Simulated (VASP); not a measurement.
# In (Pm-3m) in VASP: a series of runs

Runs on In. Level: PBE. Tasks: relaxation of cell and atoms.

All numbers are computed with VASP 6.6.1; they aren't measurements. Logs are shortened: lines on timing, memory, paths and dates and some standing lists are left out, and cuts for length are marked.

### 1 The cell of the first run

It takes space group Pm-3m (No. 221, cubic). The conventional cell has a = 3.058 Å, b = 3.058 Å, c = 3.058 Å, α = 90.00°, β = 90.00°, γ = 90.00°. In (site symmetry m-3m) has 6 In at 3.06 Å within 4.0 Å.

### 2 Relaxation of cell and atoms, PBE, target pressure 1.1 GPa, at which the enthalpy is minimised

The input, INCAR:

```
PREC     = Accurate       # precision mode
ENCUT    = 600            # plane-wave cutoff, eV
EDIFF    = 1E-7           # SCF threshold, eV
ISMEAR   = -1             # smearing method
SIGMA    = 0.08           # smearing width, eV
LREAL    = F              # projectors in reciprocal space
LASPH    = T              # aspherical terms in the spheres
NELM     = 100            # most SCF steps
ALGO     = Normal         # electronic algorithm
ISIF     = 3              # what is computed and relaxed
LWAVE    = F              # write WAVECAR
LCHARG   = F              # write CHGCAR
GGA      = PE             # functional
IBRION   = 2              # ionic algorithm
NSW      = 32             # ionic steps
EDIFFG   = -0.005         # ionic threshold
PSTRESS  = 11.0
```

The input, KPOINTS:

```
Automatic mesh
0
Gamma
  13 13 13
```

The input, POSCAR:

```
In
1.0
    3.0578091067      0.0000000000      0.0000000000
    0.0000000000      3.0578091067      0.0000000000
    0.0000000000      0.0000000000      3.0578091067
In
1
Direct
    0.0000000000      0.0000000000      0.0000000000
```

Potentials or basis: VASP PAW PBE potentials, release 64 (In_d).

On the command line:

```
> cat potpaw_PBE.64/In_d/POTCAR > POTCAR
> mpirun -np 1 vasp_std > vasp.out
```

OUTCAR:

```text
PREC = Accurate
   ENCUT = 600
   EDIFF = 1E-7
   ISMEAR = -1
   LREAL = F
   LASPH = T
   NELM = 100
   ISIF = 3
   GGA = PE
   IBRION = 2
   NSW = 32
   EDIFFG = -0.005
   PSTRESS = 11.0

 ion  position               nearest neighbor table
   1  0.000  0.000  0.000-

  LATTYP: Found a simple cubic cell.
 ALAT       =     3.0578091067

  Lattice vectors:

 A1 = (   3.0578091067,   0.0000000000,   0.0000000000)
 A2 = (   0.0000000000,   3.0578091067,   0.0000000000)
 A3 = (   0.0000000000,   0.0000000000,   3.0578091067)

Analysis of symmetry for initial positions (statically):
=====================================================================
 Subroutine PRICEL returns:
 Original cell was already a primitive cell.

 Routine SETGRP: Setting up the symmetry group for a
 simple cubic supercell.

 Subroutine GETGRP returns: Found 48 space group operations
 (whereof 48 operations were pure point group operations)
 out of a pool of 48 trial point group operations.

The static configuration has the point symmetry O_h .

Analysis of symmetry for dynamics (positions and initial velocities):
=====================================================================
 Subroutine PRICEL returns:
 Original cell was already a primitive cell.

 Routine SETGRP: Setting up the symmetry group for a
 simple cubic supercell.

 Subroutine GETGRP returns: Found 48 space group operations
 (whereof 48 operations were pure point group operations)
 out of a pool of 48 trial point group operations.

The dynamic configuration has the point symmetry O_h .

 Subroutine INISYM returns: Found 48 space group operations
 (whereof 48 operations are pure point group operations),
 and found     1 'primitive' translations

----------------------------------------------------------------------------------------

                                     Primitive cell

  volume of cell :      28.5911

  direct lattice vectors                    reciprocal lattice vectors
     3.057809107  0.000000000  0.000000000     0.327031533  0.000000000  0.000000000
     0.000000000  3.057809107  0.000000000     0.000000000  0.327031533  0.000000000
     0.000000000  0.000000000  3.057809107     0.000000000  0.000000000  0.327031533

  length of vectors
     3.057809107  3.057809107  3.057809107     0.327031533  0.327031533  0.327031533

  position of ions in fractional coordinates (direct lattice)
     0.000000000  0.000000000  0.000000000

  ion indices of the primitive-cell ions
   primitive index   ion index
                 1           1

----------------------------------------------------------------------------------------

 KPOINTS: Automatic mesh

Automatic generation of k-mesh.
 Grid dimensions read from file:
 generate k-points for:   13   13   13

 Generating k-lattice:

  Cartesian coordinates                     Fractional coordinates (reciprocal lattice)
     0.025156272  0.000000000  0.000000000     0.076923077  0.000000000  0.000000000
     0.000000000  0.025156272  0.000000000     0.000000000  0.076923077  0.000000000
     0.000000000  0.000000000  0.025156272     0.000000000  0.000000000  0.076923077

  Length of vectors
     0.025156272  0.025156272  0.025156272

  Shift w.r.t. Gamma in fractional coordinates (k-lattice)
     0.000000000  0.000000000  0.000000000

 Subroutine IBZKPT returns following result:
 ===========================================

 Found     84 irreducible k-points:

 Following reciprocal coordinates:
            Coordinates               Weight
  0.000000  0.000000  0.000000      1.000000
  0.076923  0.000000  0.000000      6.000000
  0.153846  0.000000  0.000000      6.000000
  0.230769  0.000000  0.000000      6.000000
  0.307692  0.000000  0.000000      6.000000
  0.384615  0.000000  0.000000      6.000000
[... 16 lines left out ...]
  0.307692  0.307692  0.000000     12.000000
  0.384615  0.307692  0.000000     24.000000
 [... further k-points ...]
   k-points           NKPTS =     84   k-points in BZ     NKDIM =     84   number of bands    NBANDS=     10
   number of dos      NEDOS =    301   number of ions     NIONS =      1
   total plane-waves  NPLWV =  13824
   dimension x,y,z NGX =    24 NGY =   24 NGZ =   24
   dimension x,y,z NGXF=    48 NGYF=   48 NGZF=   48
   ions per type =               1
   NGX,Y,Z   is equivalent  to a cutoff of  13.05, 13.05, 13.05 a.u.
   NGXF,Y,Z  is equivalent  to a cutoff of  26.10, 26.10, 26.10 a.u.
 SYSTEM =  unknown system
   PREC   = accura    normal or accurate (medium, high low for compatibility)
   ISTART =      0    job   : 0-new  1-cont  2-samecut
   ICHARG =      2    charge: 1-file 2-atom 10-const
   ISPIN  =      1    spin polarized calculation?
   LNONCOLLINEAR =      F non collinear calculations
   LSORBIT =      F    spin-orbit coupling
   LASPH  =      T    aspherical Exc in radial PAW
   ENCUT  =  600.0 eV  44.10 Ry    6.64 a.u.   6.11  6.11  6.11*2*pi/ulx,y,z
   NELM   =    100;   NELMIN=  2; NELMDL= -5     # of ELM steps
   EDIFF  = 0.1E-06   stopping-criterion for ELM
   LREAL  =      F    real-space projection
   EDIFFG = -.5E-02   stopping-criterion for IOM
   NSW    =     32    number of steps for IOM
   IBRION =      2    ionic relax: 0-MD 1-quasi-New 2-CG
   NFREE  =      1    steps in history (QN), initial steepest desc. (CG)
   ISIF   =      3    stress and relaxation
   ISYM   =      2    0-nonsym 1-usesym 2-fastsym
   POTIM  = 0.5000    time-step for ionic-motion
   TEBEG  =    0.0;   TEEND  =   0.0 temperature during run
   PSTRESS=   11.0 pullay stress
   NELECT =      13.0000    total number of electrons
   NUPDOWN=      -1.0000    fix difference up-down
   EMIN   =  10.00;   EMAX   =-10.00  energy-range for DOS
   EFERMI =   0.00;   METHOD = LEGACY
   ISMEAR =    -1;   SIGMA  =   0.08  broadening in eV -4-tet -1-fermi 0-gaus
   EFERMI_NEDOS =   21; number of points for ismear=-14 and -15
   IALGO  =     38    algorithm
   IMIX   =      4    mixing-type and parameters
     AMIX     =   0.40;   BMIX     =  1.00
     AMIX_MAG =   1.60;   BMIX_MAG =  1.00
  volume/ion in A,a.u.               =      28.59       192.94
  Fermi-wavevector in a.u.,A,eV,Ry     =   1.258864  2.378909 21.561687  1.584739
  Thomas-Fermi vector in A             =   2.392453
   LORBIT       =      0    0 simple, 1 ext, 2 COOP (PROOUT), +10 PAW based schemes
   GGA     = PE    functional components
   LHFCALC =     F    Hartree Fock is set to
   AEXX    =    0.0000 exact exchange contribution
   IVDW    =     0    specifies the selected vdW correction
   LEPSILON=     F    determine dielectric tensor
   LRPA    =     F    only Hartree local field effects (RPA)
 conjugate gradient relaxation of ions
 non-spin polarized calculation
  energy-cutoff  :      600.00
  volume of cell :       28.59
 maximum number of plane-waves:       970
   NGX = 13   NGY = 13   NGZ = 13

 number of electron      12.9999992 magnetization

 Free energy of the ion-electron system (eV)
  ---------------------------------------------------
  ext. energy  EPLUGINS =         0.00000000
  ---------------------------------------------------
  free energy    TOTEN  =        -2.46138383 eV

  energy without entropy =       -2.44593917  energy(sigma->0) =       -2.45366150

 E-fermi :   6.4066     XC(G=0):  -9.7579

 val. band max:        6.3733931405   @ k =   0.3846   0.3846   0.0000
 cond. band min:       6.4214139467   @ k =   0.3077   0.0769   0.0000
 fundamental gap:      0.0480208062
 Fermi energy:         6.4066273433

 k-point     1 :       0.0000    0.0000    0.0000
  band No.  band energies     occupation
      1      -8.5692      2.00000
      2      -8.5692      2.00000
      3      -7.8655      2.00000
      4      -7.8655      2.00000
      5      -7.8655      2.00000
      6      -2.6085      2.00000
      7      13.6497      0.00000
      8      13.6497      0.00000
      9      13.6497      0.00000
     10      16.8385      0.00000

 k-point     2 :       0.0769    0.0000    0.0000
  band No.  band energies     occupation
      1      -8.5667      2.00000
      2      -8.5406      2.00000
      3      -7.8768      2.00000
      4      -7.8768      2.00000
      5      -7.8645      2.00000
      6      -2.5090      2.00000
      7      12.3830      0.00000
      8      13.7646      0.00000
      9      13.7646      0.00000
     10      16.8983      0.00000

 k-point     3 :       0.1538    0.0000    0.0000
  band No.  band energies     occupation
      1      -8.5595      2.00000
      2      -8.4618      2.00000
      3      -7.9079      2.00000
      4      -7.9079      2.00000
      5      -7.8619      2.00000
      6      -2.2084      2.00000
      7      10.3132      0.00000
      8      14.1018      0.00000
      9      14.1018      0.00000
     10      17.0784      0.00000

 k-point     4 :       0.2308    0.0000    0.0000
  band No.  band energies     occupation
      1      -8.5493      2.00000
      2      -8.3518      2.00000
      3      -7.9514      2.00000
      4      -7.9514      2.00000
      5      -7.8582      2.00000
      6      -1.7023      2.00000
      7       8.2490      0.00000
      8      14.6372      0.00000
      9      14.6372      0.00000
     10      17.3813      0.00000

 k-point     5 :       0.3077    0.0000    0.0000
  band No.  band energies     occupation
      1      -8.5385      2.00000
      2      -8.2366      2.00000
      3      -7.9971      2.00000
      4      -7.9971      2.00000
      5      -7.8543      2.00000
      6      -0.9915      2.00000
      7       6.3226      1.48161
      8      15.3220      0.00000
      9      15.3220      0.00000
     10      17.8085      0.00000

 k-point     6 :       0.3846    0.0000    0.0000
  band No.  band energies     occupation
      1      -8.5295      2.00000
      2      -8.1425      2.00000
      3      -8.0346      2.00000
      4      -8.0346      2.00000
      5      -7.8510      2.00000
      6      -0.1017      2.00000
      7       4.6047      2.00000
      8      16.0551      0.00000
      9      16.0551      0.00000
     10      18.3524      0.00000
[... 183 lines left out ...]
 k-point    21 :       0.3846    0.2308    0.0000
  band No.  band energies     occupation
      1      -8.3985      2.00000
      2      -8.1655      2.00000
      3      -8.0238      2.00000
      4      -7.9980      2.00000
      5      -7.9332      2.00000
      6       0.7660      2.00000
      7       5.4699      1.99998
      8      10.6320      0.00000
      9      15.2903      0.00000
     10      17.1209      0.00000

 k-point    22 :       0.4615    0.2308    0.0000
  band No.  band energies     occupation
      1      -8.3908      2.00000
      2      -8.1919      2.00000
      3      -8.0444      2.00000
      4      -7.9421      2.00000
      5      -7.9309      2.00000
      6       1.6418      2.00000
      7       4.1771      2.00000
      8      11.3028      0.00000
      9      14.2712      0.00000
     10      17.7153      0.00000

 k-point    23 :       0.3077    0.3077    0.0000
  band No.  band energies     occupation
      1      -8.3770      2.00000
      2      -8.1818      2.00000
      3      -7.9889      2.00000
      4      -7.9843      2.00000
      5      -7.9789      2.00000
      6       0.5839      2.00000
      7       7.3715      0.00001
      8       8.4005      0.00000
      9      15.0732      0.00000
     10      17.0754      0.00000

 k-point    24 :       0.3846    0.3077    0.0000
  band No.  band energies     occupation
      1      -8.3548      2.00000
      2      -8.2336      2.00000
      3      -8.0180      2.00000
      4      -7.9770      2.00000
      5      -7.8919      2.00000
      6       1.4472      2.00000
      7       6.0553      1.97554
      8       8.7560      0.00000
      9      13.6398      0.00000
     10      17.8683      0.00000

 [... further k-points ...]

------------------------ aborting loop because EDIFF is reached ----------------------------------------

  FORCE on cell =-STRESS in cart. coord.  units (eV):
  Direction    XX          YY          ZZ          XY          YZ          ZX
  --------------------------------------------------------------------------------------
  -------------------------------------------------------------------------------------
  Total        0.2004428      0.2004428      0.2004428     -0.0000000      0.0000000     -0.0000000
  in kB       11.2323317     11.2323317     11.2323317     -0.0000000      0.0000000     -0.0000000
  external PRESSURE =       0.2323317 kB  Pullay stress =      11.0000000 kB

 VOLUME and BASIS-vectors are now :
 -----------------------------------------------------------------------------
  energy-cutoff  :      600.00
  volume of cell :       28.59
      direct lattice vectors                 reciprocal lattice vectors
     3.057809107  0.000000000  0.000000000     0.327031533  0.000000000  0.000000000
     0.000000000  3.057809107  0.000000000     0.000000000  0.327031533  0.000000000
     0.000000000  0.000000000  3.057809107     0.000000000  0.000000000  0.327031533

 POSITION                                       TOTAL-FORCE (eV/Angst)
 -----------------------------------------------------------------------------------
      0.00000      0.00000      0.00000         0.000000      0.000000      0.000000
 -----------------------------------------------------------------------------------
    total drift:                                0.000000     -0.000000      0.000000

  FREE ENERGIE OF THE ION-ELECTRON SYSTEM (eV)
  ---------------------------------------------------
  free  energy   TOTEN  =        -2.4613838294 eV

  energy  without entropy=       -2.4459391663  energy(sigma->0) =       -2.45366150

  enthalpy is  TOTEN    =        -2.2650870330 eV   P V=        0.1962967964

 reached required accuracy - stopping structural energy minimisation
```

Wall time 6.9 s (1 thread of Intel Xeon 6975P-C (Granite Rapids), shared host); peak memory 0.15 GiB.

What came out:

```
Free energy             : -2.4614 eV
Pressure after relaxing : 1.1 GPa
```

Final structure:
```yaml
crystal:
  lattice:
    - [3.05781, 0.00000, 0.00000]
    - [0.00000, 3.05781, 0.00000]
    - [0.00000, 0.00000, 3.05781]
  atoms:
    - { symbol: In, position: [0.00000, 0.00000, 0.00000] }
```

Levels at points of the mesh, in eV from the Fermi level:
| k point | band 3 | band 4 | band 5 | band 6 | band 7 | band 8 | band 9 | band 10 |
| --- | --- | --- | --- | --- | --- | --- | --- | --- |
| (0.00, 0.00, 0.00) | -14.27 | -14.27 | -14.27 | -9.02 | 7.24 | 7.24 | 7.24 | 10.43 |

Caveat: the relaxation stopped at its first step, so nothing moved; the cell is relaxed towards a set pressure, so the enthalpy falls and the energy may rise; spin-orbit coupling is left out, which moves the levels of the heavy elements.

### 3 Relaxation of cell and atoms, PBE, target pressure 1.1 GPa, at which the enthalpy is minimised

This run uses another cell than the first one, of 29.00 Å³/atom, 1.014 times its volume.

The input, INCAR:

```
  ALGO = Normal
  EDIFF = 1E-6
  EDIFFG = -0.005
  ENCUT = 600
  GGA = PE
  IBRION = 2
  ISIF = 3
  ISMEAR = -1
  LASPH = True
  LCHARG = False
  LREAL = False
  LWAVE = False
  NELM = 100
  NSW = 60
  PREC = Accurate
  PSTRESS = 11.0
  SIGMA = 0.08
```

The input, KPOINTS:

```
k-points
0
Gamma
  13 13 13
```

The input, POSCAR:

```
In
1.0
    3.0724703920      0.0000000000      0.0000000000
    0.0000000000      3.0724703920      0.0000000000
    0.0000000000      0.0000000000      3.0724703920
In
1
Direct
    0.0000000000      0.0000000000      0.0000000000
```

Potentials or basis: VASP PAW PBE potentials, release 64 (In_d).

On the command line:

```
> cat potpaw_PBE.64/In_d/POTCAR > POTCAR
> mpirun -np 1 vasp_std > vasp.out
```

Wall time 27 s (1 thread of Intel Xeon 6975P-C (Granite Rapids), shared host); peak memory 0.18 GiB.

It converged, with:

```yaml
Free_energy: -2.4617 eV
Relaxed_volume: 28.62 Å³/atom
Relaxed_cell: a = 3.059 Å, b = 3.059 Å, c = 3.059 Å, α = 90.00°, β = 90.00°, γ = 90.00°
Space_group_after_relaxing_to_0.05_Å: Pm-3m (No. 221)
Energy_change_on_relaxing_the_enthalpy_is_what_falls: +2.0 meV/atom
Ionic_steps: 3
Pressure_after_relaxing: 1.1 GPa
```

The path:
```csv
step,energy change (eV),largest force (eV/Å),pressure (GPa),volume (Å³)
1,0.0000,0.0000,0.63,29.00
2,0.0019,0.0000,1.07,28.65
3,0.0020,0.0000,1.12,28.62
```

Final structure:
```
In
1.0
     3.05897    0.00000    0.00000
     0.00000    3.05897    0.00000
     0.00000    0.00000    3.05897
In
1
Direct
  0.00000 0.00000 0.00000
```

Levels at points of the mesh, in eV from the Fermi level:
```tsv
k point	band 2	band 3	band 4	band 5	band 6	band 7	band 8	band 9	band 10
(0.00, 0.00, 0.00)	-14.97	-14.27	-14.27	-14.27	-9.01	7.24	7.24	7.24	10.42
```

Caveat: the cell is relaxed towards a set pressure, so the enthalpy falls and the energy may rise; spin-orbit coupling is left out, which moves the levels of the heavy elements.
